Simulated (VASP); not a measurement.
# Ti3H (Pm-3m) in VASP: further runs

Ti3H is run at these levels: PBE; tasks: single point, relaxation of cell and atoms.

All numbers are computed with VASP 6.6.1; they aren't measurements. Logs are shortened: lines on timing, memory, paths and dates and some standing lists are left out, and cuts for length are marked.

## 1. The cell of the first run

The structure is cubic, space group Pm-3m (No. 221). Conventional cell: a = 3.863 Å, b = 3.863 Å, c = 3.863 Å, α = 90.00°, β = 90.00°, γ = 90.00°. Within 3.6 Å of Ti (site symmetry 4/mmm) lie 8 Ti at 2.73 Å and 4 H at 2.73 Å. H (site symmetry m-3m) has 12 Ti at 2.73 Å within 3.6 Å.

## 2. Single point, PBE

Contents of INCAR:

```
ALGO = Normal
EDIFF = 1E-6
ENCUT = 520
GGA = PE
ISIF = 2
ISMEAR = 0
LASPH = T
LCHARG = F
LREAL = F
LWAVE = F
NBANDS = 26
NELM = 100
PREC = Accurate
SIGMA = 0.1
```

Contents of KPOINTS:

```
k-points
0
Gamma
  4 4 4
```

Contents of POSCAR:

```
Ti3H
1.0
    3.8632266738      0.0000000000      0.0000000000
    0.0000000000      3.8632266738      0.0000000000
    0.0000000000      0.0000000000      3.8632266738
Ti H
3 1
Direct
    0.0000000000      0.5000000000      0.5000000000
    0.5000000000      0.5000000000      0.0000000000
    0.5000000000      0.0000000000      0.5000000000
    0.0000000000      0.0000000000      0.0000000000
```

Potentials or basis: VASP PAW PBE potentials, release 64 (Ti_sv, H).

Started as:

```
$ cat potpaw_PBE.64/Ti_sv/POTCAR potpaw_PBE.64/H/POTCAR > POTCAR
$ mpirun -np 1 vasp_std > vasp.out
```

OUTCAR:

```text
EDIFF = 1E-6
   ENCUT = 520
   GGA = PE
   ISIF = 2
   ISMEAR = 0
   LASPH = T
   LREAL = F
   NELM = 100
   PREC = Accurate

 ion  position               nearest neighbor table
   1  0.000  0.500  0.500-   2 2.73   3 2.73   2 2.73   3 2.73   2 2.73   3 2.73   2 2.73   3 2.73

   2  0.500  0.500  0.000-   1 2.73   3 2.73   1 2.73   3 2.73   3 2.73   3 2.73   1 2.73   1 2.73

   3  0.500  0.000  0.500-   1 2.73   2 2.73   2 2.73   1 2.73   2 2.73   2 2.73   1 2.73   1 2.73

   4  0.000  0.000  0.000-

  LATTYP: Found a simple cubic cell.
 ALAT       =     3.8632266738

  Lattice vectors:

 A1 = (   3.8632266738,   0.0000000000,   0.0000000000)
 A2 = (   0.0000000000,   3.8632266738,   0.0000000000)
 A3 = (   0.0000000000,   0.0000000000,   3.8632266738)

Analysis of symmetry for initial positions (statically):
=====================================================================
 Subroutine PRICEL returns:
 Original cell was already a primitive cell.

 Routine SETGRP: Setting up the symmetry group for a
 simple cubic supercell.

 Subroutine GETGRP returns: Found 48 space group operations
 (whereof 48 operations were pure point group operations)
 out of a pool of 48 trial point group operations.

The static configuration has the point symmetry O_h .

Analysis of symmetry for dynamics (positions and initial velocities):
=====================================================================
 Subroutine PRICEL returns:
 Original cell was already a primitive cell.

 Routine SETGRP: Setting up the symmetry group for a
 simple cubic supercell.

 Subroutine GETGRP returns: Found 48 space group operations
 (whereof 48 operations were pure point group operations)
 out of a pool of 48 trial point group operations.

The dynamic configuration has the point symmetry O_h .

 Subroutine INISYM returns: Found 48 space group operations
 (whereof 48 operations are pure point group operations),
 and found     1 'primitive' translations

----------------------------------------------------------------------------------------

                                     Primitive cell

  volume of cell :      57.6568

  direct lattice vectors                    reciprocal lattice vectors
     3.863226674  0.000000000  0.000000000     0.258850977  0.000000000  0.000000000
     0.000000000  3.863226674  0.000000000     0.000000000  0.258850977  0.000000000
     0.000000000  0.000000000  3.863226674     0.000000000  0.000000000  0.258850977

  length of vectors
     3.863226674  3.863226674  3.863226674     0.258850977  0.258850977  0.258850977

  position of ions in fractional coordinates (direct lattice)
     0.000000000  0.500000000  0.500000000
     0.500000000  0.500000000  0.000000000
     0.500000000  0.000000000  0.500000000
     0.000000000  0.000000000  0.000000000

  ion indices of the primitive-cell ions
   primitive index   ion index
                 1           1
                 2           2
                 3           3
                 4           4

----------------------------------------------------------------------------------------

 KPOINTS: k-points

Automatic generation of k-mesh.
 Grid dimensions read from file:
 generate k-points for:    4    4    4

 Generating k-lattice:

  Cartesian coordinates                     Fractional coordinates (reciprocal lattice)
     0.064712744  0.000000000  0.000000000     0.250000000  0.000000000  0.000000000
     0.000000000  0.064712744  0.000000000     0.000000000  0.250000000  0.000000000
     0.000000000  0.000000000  0.064712744     0.000000000  0.000000000  0.250000000

  Length of vectors
     0.064712744  0.064712744  0.064712744

  Shift w.r.t. Gamma in fractional coordinates (k-lattice)
     0.000000000  0.000000000  0.000000000

 Subroutine IBZKPT returns following result:
 ===========================================

 Found     10 irreducible k-points:

 Following reciprocal coordinates:
            Coordinates               Weight
  0.000000  0.000000  0.000000      1.000000
  0.250000  0.000000  0.000000      6.000000
  0.500000  0.000000  0.000000      3.000000
  0.250000  0.250000  0.000000     12.000000
  0.500000  0.250000  0.000000     12.000000
  0.500000  0.500000  0.000000      3.000000
  0.250000  0.250000  0.250000      8.000000
  0.500000  0.250000  0.250000     12.000000
  0.500000  0.500000  0.250000      6.000000
  0.500000  0.500000  0.500000      1.000000
   k-points           NKPTS =     10   k-points in BZ     NKDIM =     10   number of bands    NBANDS=     26
   number of dos      NEDOS =    301   number of ions     NIONS =      4
   total plane-waves  NPLWV =  27000
   dimension x,y,z NGX =    30 NGY =   30 NGZ =   30
   dimension x,y,z NGXF=    60 NGYF=   60 NGZF=   60
   ions per type =               3   1
   NGX,Y,Z   is equivalent  to a cutoff of  12.91, 12.91, 12.91 a.u.
   NGXF,Y,Z  is equivalent  to a cutoff of  25.82, 25.82, 25.82 a.u.
 SYSTEM =  unknown system
   PREC   = accura    normal or accurate (medium, high low for compatibility)
   ISTART =      0    job   : 0-new  1-cont  2-samecut
   ICHARG =      2    charge: 1-file 2-atom 10-const
   ISPIN  =      1    spin polarized calculation?
   LNONCOLLINEAR =      F non collinear calculations
   LSORBIT =      F    spin-orbit coupling
   LASPH  =      T    aspherical Exc in radial PAW
   ENCUT  =  520.0 eV  38.22 Ry    6.18 a.u.   7.18  7.18  7.18*2*pi/ulx,y,z
   NELM   =    100;   NELMIN=  2; NELMDL= -5     # of ELM steps
   EDIFF  = 0.1E-05   stopping-criterion for ELM
   LREAL  =      F    real-space projection
   EDIFFG = 0.1E-04   stopping-criterion for IOM
   NSW    =      0    number of steps for IOM
   IBRION =     -1    ionic relax: 0-MD 1-quasi-New 2-CG
   NFREE  =      0    steps in history (QN), initial steepest desc. (CG)
   ISIF   =      2    stress and relaxation
   ISYM   =      2    0-nonsym 1-usesym 2-fastsym
   POTIM  = 0.5000    time-step for ionic-motion
   TEBEG  =    0.0;   TEEND  =   0.0 temperature during run
   PSTRESS=    0.0 pullay stress
   NELECT =      37.0000    total number of electrons
   NUPDOWN=      -1.0000    fix difference up-down
   EMIN   =  10.00;   EMAX   =-10.00  energy-range for DOS
   EFERMI =   0.00;   METHOD = LEGACY
   ISMEAR =     0;   SIGMA  =   0.10  broadening in eV -4-tet -1-fermi 0-gaus
   EFERMI_NEDOS =   21; number of points for ismear=-14 and -15
   IALGO  =     38    algorithm
   IMIX   =      4    mixing-type and parameters
     AMIX     =   0.40;   BMIX     =  1.00
     AMIX_MAG =   1.60;   BMIX_MAG =  1.00
  volume/ion in A,a.u.               =      14.41        97.27
  Fermi-wavevector in a.u.,A,eV,Ry     =   1.412078  2.668440 27.129514  1.993963
  Thomas-Fermi vector in A             =   2.533863
   LORBIT       =      0    0 simple, 1 ext, 2 COOP (PROOUT), +10 PAW based schemes
   GGA     = PE    functional components
   LHFCALC =     F    Hartree Fock is set to
   AEXX    =    0.0000 exact exchange contribution
   IVDW    =     0    specifies the selected vdW correction
   LEPSILON=     F    determine dielectric tensor
   LRPA    =     F    only Hartree local field effects (RPA)
 non-spin polarized calculation
 Gauss-broadening in eV      SIGMA  =   0.10
  energy-cutoff  :      520.00
  volume of cell :       57.66
 maximum number of plane-waves:      1596
 NGX is ok and might be reduce to    30
   NGX = 15   NGY = 15   NGZ = 15

 number of electron      37.0000012 magnetization

 Free energy of the ion-electron system (eV)
  ---------------------------------------------------
  ext. energy  EPLUGINS =         0.00000000
  ---------------------------------------------------
  free energy    TOTEN  =       -24.38519257 eV

  energy without entropy =      -24.35887333  energy(sigma->0) =      -24.37203295

 E-fermi :   7.5791     XC(G=0): -11.1574

 val. band max:        7.5646423857   @ k =   0.5000   0.2500   0.0000
 cond. band min:       7.5815703632   @ k =   0.5000   0.0000   0.0000
 fundamental gap:      0.0169279775
 Fermi energy:         7.5791366962

 k-point     1 :       0.0000    0.0000    0.0000
  band No.  band energies     occupation
      1     -49.0214      2.00000
      2     -48.7719      2.00000
      3     -48.7719      2.00000
      4     -25.5576      2.00000
      5     -25.5576      2.00000
      6     -25.5576      2.00000
[... 18 lines left out ...]
     25      11.1076      0.00000
     26      11.5468      0.00000

 k-point     2 :       0.2500    0.0000    0.0000
  band No.  band energies     occupation
      1     -48.9897      2.00000
      2     -48.8037      2.00000
      3     -48.7714      2.00000
      4     -25.4948      2.00000
      5     -25.4948      2.00000
      6     -25.4633      2.00000
[... 18 lines left out ...]
     25      10.4962      0.00000
     26      10.4962      0.00000

 k-point     3 :       0.5000    0.0000    0.0000
  band No.  band energies     occupation
      1     -48.9384      2.00000
      2     -48.8552      2.00000
      3     -48.7710      2.00000
      4     -25.4057      2.00000
      5     -25.4057      2.00000
      6     -25.2908      2.00000
[... 18 lines left out ...]
     25       9.9754      0.00000
     26       9.9759      0.00000

 k-point     4 :       0.2500    0.2500    0.0000
  band No.  band energies     occupation
      1     -48.9615      2.00000
      2     -48.8131      2.00000
      3     -48.7895      2.00000
      4     -25.5328      2.00000
      5     -25.4295      2.00000
      6     -25.3356      2.00000
[... 18 lines left out ...]
     25      10.2045      0.00000
     26      10.2517      0.00000
[... 90 lines left out ...]
      1     -48.8958      2.00000
      2     -48.8540      2.00000
      3     -48.8120      2.00000
      4     -25.5714      2.00000
      5     -25.4701      2.00000
      6     -25.4317      2.00000
[... 18 lines left out ...]
     25      10.1426      0.00000
     26      10.3766      0.00000

 k-point     9 :       0.5000    0.5000    0.2500
  band No.  band energies     occupation
      1     -48.8535      2.00000
      2     -48.8533      2.00000
      3     -48.8533      2.00000
      4     -25.6308      2.00000
      5     -25.5521      2.00000
      6     -25.4487      2.00000
[... 18 lines left out ...]
     25       9.9681      0.00000
     26      10.2683      0.00000

 k-point    10 :       0.5000    0.5000    0.5000
  band No.  band energies     occupation
      1     -48.8527      2.00000
      2     -48.8527      2.00000
      3     -48.8527      2.00000
      4     -25.7605      2.00000
      5     -25.5502      2.00000
      6     -25.5502      2.00000
[... 18 lines left out ...]
     25       9.7650      0.00000
     26       9.7650      0.00000

------------------------ aborting loop because EDIFF is reached ----------------------------------------

  FORCE on cell =-STRESS in cart. coord.  units (eV):
  Direction    XX          YY          ZZ          XY          YZ          ZX
  --------------------------------------------------------------------------------------
  -------------------------------------------------------------------------------------
  Total       -0.1857428     -0.1857428     -0.1857428      0.0000000      0.0000000     -0.0000000
  in kB       -5.1614520     -5.1614520     -5.1614520      0.0000000      0.0000000     -0.0000000
  external PRESSURE =      -5.1614520 kB  Pullay stress =       0.0000000 kB

 VOLUME and BASIS-vectors are now :
 -----------------------------------------------------------------------------
  energy-cutoff  :      520.00
  volume of cell :       57.66
      direct lattice vectors                 reciprocal lattice vectors
     3.863226674  0.000000000  0.000000000     0.258850977  0.000000000  0.000000000
     0.000000000  3.863226674  0.000000000     0.000000000  0.258850977  0.000000000
     0.000000000  0.000000000  3.863226674     0.000000000  0.000000000  0.258850977

 POSITION                                       TOTAL-FORCE (eV/Angst)
 -----------------------------------------------------------------------------------
      0.00000      1.93161      1.93161         0.000000      0.000000      0.000000
      1.93161      1.93161      0.00000         0.000000      0.000000      0.000000
      1.93161      0.00000      1.93161         0.000000      0.000000      0.000000
      0.00000      0.00000      0.00000         0.000000      0.000000      0.000000
 -----------------------------------------------------------------------------------
    total drift:                                0.000000      0.000000     -0.000000

  FREE ENERGIE OF THE ION-ELECTRON SYSTEM (eV)
  ---------------------------------------------------
  free  energy   TOTEN  =       -24.3851925684 eV

  energy  without entropy=      -24.3588733281  energy(sigma->0) =      -24.37203295
```

Run time: 25 s. Hardware: 1 thread of Intel Xeon Platinum 8488C (Sapphire Rapids), shared host; peak memory 0.17 GiB.

What came out:

| Item | Value |
| --- | --- |
| Free energy | -24.3852 eV |
| Pressure | -0.5 GPa |

Caveat: the k points lie up to 0.41 Å⁻¹ apart.

## 3. Relaxation of cell and atoms, PBE

This run uses another cell than the first one, of 13.31 Å³/atom, 0.923 times its volume.

Contents of INCAR:

```
SYSTEM = Ti3H
PREC = Accurate ; ENCUT = 600
EDIFF = 1E-6 ; ISMEAR = 0
SIGMA = 0.1 ; LREAL = .False.
LASPH = .True. ; NELM = 60
ALGO = Normal ; ISIF = 3
LWAVE = .False. ; LCHARG = .False.
GGA = PE ; IBRION = 2
NSW = 90 ; EDIFFG = -0.04
```

Contents of KPOINTS:

```
regular mesh
0
Gamma
  4 4 4
  0 0 0
```

Contents of POSCAR:

```
Ti3H
1.0
    3.7620284600      0.0000000000      0.0000000000
    0.0000000000      3.7620284600      0.0000000000
    0.0000000000      0.0000000000      3.7620284600
Ti H
3 1
Direct
    0.0000000000      0.5000000000      0.5000000000
    0.5000000000      0.5000000000      0.0000000000
    0.5000000000      0.0000000000      0.5000000000
    0.0000000000      0.0000000000      0.0000000000
```

Potentials or basis: VASP PAW PBE potentials, release 64 (Ti_sv, H).

Started as:

```
$ cat potpaw_PBE.64/Ti_sv/POTCAR potpaw_PBE.64/H/POTCAR > POTCAR
$ mpirun -np 1 vasp_std > vasp.out
```

OUTCAR:

```text
SYSTEM = Ti3H
   PREC = Accurate
   ENCUT = 600
   EDIFF = 1E-6
   ISMEAR = 0
   LREAL = .False.
   LASPH = .True.
   NELM = 60
   ISIF = 3
   GGA = PE
   IBRION = 2
   NSW = 90
   EDIFFG = -0.04

 ion  position               nearest neighbor table
   1  0.000  0.500  0.500-   2 2.66   3 2.66   2 2.66   3 2.66   2 2.66   3 2.66   2 2.66   3 2.66

   2  0.500  0.500  0.000-   1 2.66   3 2.66   1 2.66   3 2.66   3 2.66   3 2.66   1 2.66   1 2.66

   3  0.500  0.000  0.500-   1 2.66   2 2.66   2 2.66   1 2.66   2 2.66   2 2.66   1 2.66   1 2.66

   4  0.000  0.000  0.000-

  LATTYP: Found a simple cubic cell.
 ALAT       =     3.7620284600

[... 175 lines left out ...]
  Direction    XX          YY          ZZ          XY          YZ          ZX
  --------------------------------------------------------------------------------------
  -------------------------------------------------------------------------------------
  Total        2.4849586      2.4849586      2.4849586      0.0000000      0.0000000      0.0000000
  in kB       74.7762212     74.7762212     74.7762212      0.0000000      0.0000000      0.0000000
  external PRESSURE =      74.7762212 kB  Pullay stress =       0.0000000 kB
[... 63 lines left out ...]
--------------------------------------- Ionic step        3  -------------------------------------------

 number of electron      37.0000015 magnetization

 Free energy of the ion-electron system (eV)
  ---------------------------------------------------
  ext. energy  EPLUGINS =         0.00000000
  ---------------------------------------------------
  free energy    TOTEN  =       -24.38307726 eV

  energy without entropy =      -24.35678574  energy(sigma->0) =      -24.36993150

 E-fermi :   7.6299     XC(G=0): -11.1807

 val. band max:        7.6171206336   @ k =   0.5000   0.2500   0.0000
 cond. band min:       7.6317188455   @ k =   0.5000   0.0000   0.0000
 fundamental gap:      0.0145982119
 Fermi energy:         7.6298604635

 k-point     1 :       0.0000    0.0000    0.0000
  band No.  band energies     occupation
      1     -48.9637      2.00000
      2     -48.7092      2.00000
      3     -48.7092      2.00000
      4     -25.5047      2.00000
      5     -25.5047      2.00000
      6     -25.5047      2.00000
[... 270 lines left out ...]
  FREE ENERGIE OF THE ION-ELECTRON SYSTEM (eV)
  ---------------------------------------------------
  free  energy   TOTEN  =       -24.3830772636 eV

  energy  without entropy=      -24.3567857392  energy(sigma->0) =      -24.36993150

 reached required accuracy - stopping structural energy minimisation
```

OSZICAR:

```text
N       E                     dE             d eps       ncg     rms          rms(c)
DAV:   1     0.462548403815E+03    0.46255E+03   -0.21080E+04   440   0.222E+03
DAV:   2     0.310990053216E+02   -0.43145E+03   -0.42792E+03   440   0.616E+02
DAV:   3    -0.198304806040E+02   -0.50929E+02   -0.49776E+02   856   0.175E+02
[... 31 lines left out ...]
DAV:   6    -0.243828873265E+02   -0.63037E-03   -0.13485E-03   684   0.223E-01    0.430E-02
DAV:   7    -0.243830499043E+02   -0.16258E-03   -0.35852E-04   638   0.101E-01    0.100E-02
DAV:   8    -0.243830654217E+02   -0.15517E-04   -0.25082E-05   654   0.341E-02    0.119E-02
DAV:   9    -0.243830771900E+02   -0.11768E-04   -0.27467E-05   614   0.320E-02    0.328E-03
DAV:  10    -0.243830772636E+02   -0.73606E-07   -0.23890E-06   340   0.107E-02
   3 F= -.24383077E+02 E0= -.24369932E+02  d E =-.911057E-01
```

CONTCAR:

```text
Ti3H
   1.00000000000000
     3.8566497034566902    0.0000000000000000    0.0000000000000000
     0.0000000000000000    3.8566497034566902    0.0000000000000000
     0.0000000000000000    0.0000000000000000    3.8566497034566902
  Ti              H
     3     1
Direct
     0.0000000000000000    0.5000000000000000    0.5000000000000000
     0.5000000000000000    0.5000000000000000    0.0000000000000000
     0.5000000000000000    0.0000000000000000    0.5000000000000000
     0.0000000000000000    0.0000000000000000    0.0000000000000000

  0.00000000E+00  0.00000000E+00  0.00000000E+00
  0.00000000E+00  0.00000000E+00  0.00000000E+00
  0.00000000E+00  0.00000000E+00  0.00000000E+00
  0.00000000E+00  0.00000000E+00  0.00000000E+00
```

Wall time 61 s (1 thread of Intel Xeon Platinum 8488C (Sapphire Rapids), shared host); peak memory 0.17 GiB.

Results:

| Item | Value |
| --- | --- |
| Free energy | -24.3831 eV |
| Relaxed volume | 14.34 Å³/atom |
| Relaxed cell | a = 3.857 Å, b = 3.857 Å, c = 3.857 Å, α = 90.00°, β = 90.00°, γ = 90.00° |
| Space group after relaxing (to 0.05 Å) | Pm-3m (No. 221) |
| Energy gained by relaxing | 22.8 meV/atom |
| Ionic steps | 3 |
| Pressure after relaxing | 0.0 GPa |

Step by step:
| step | energy change (eV) | largest force (eV/Å) | pressure (GPa) | volume (Å³) |
| --- | --- | --- | --- | --- |
| 1 | 0.0000 | 0.0000 | 7.48 | 53.24 |
| 2 | -0.0880 | 0.0000 | -1.18 | 58.18 |
| 3 | -0.0911 | 0.0000 | -0.02 | 57.36 |

Final structure:
```
CELL_PARAMETERS angstrom
3.85665 0.00000 0.00000
0.00000 3.85665 0.00000
0.00000 0.00000 3.85665
ATOMIC_POSITIONS crystal
Ti 0.00000 0.50000 0.50000
Ti 0.50000 0.50000 0.00000
Ti 0.50000 0.00000 0.50000
H 0.00000 0.00000 0.00000
```

Levels at points of the mesh, in eV from the Fermi level:
```
           k point  band 16  band 17  band 18  band 19  band 20  band 21  band 22
(0.00, 0.00, 0.00)    -1.52    -1.33    -1.33    -1.33     2.27     2.27     2.27
(0.50, 0.00, 0.00)    -0.89    -0.39    -0.39     0.00     0.67     0.67     1.46
(0.50, 0.50, 0.00)    -1.36    -0.40    -0.38    -0.13    -0.13     0.87     0.87
(0.50, 0.50, 0.50)    -1.98     0.70     0.70     0.70     1.41     1.46     1.46
```

Caveat: the k points lie up to 0.41 Å⁻¹ apart in the final cell.
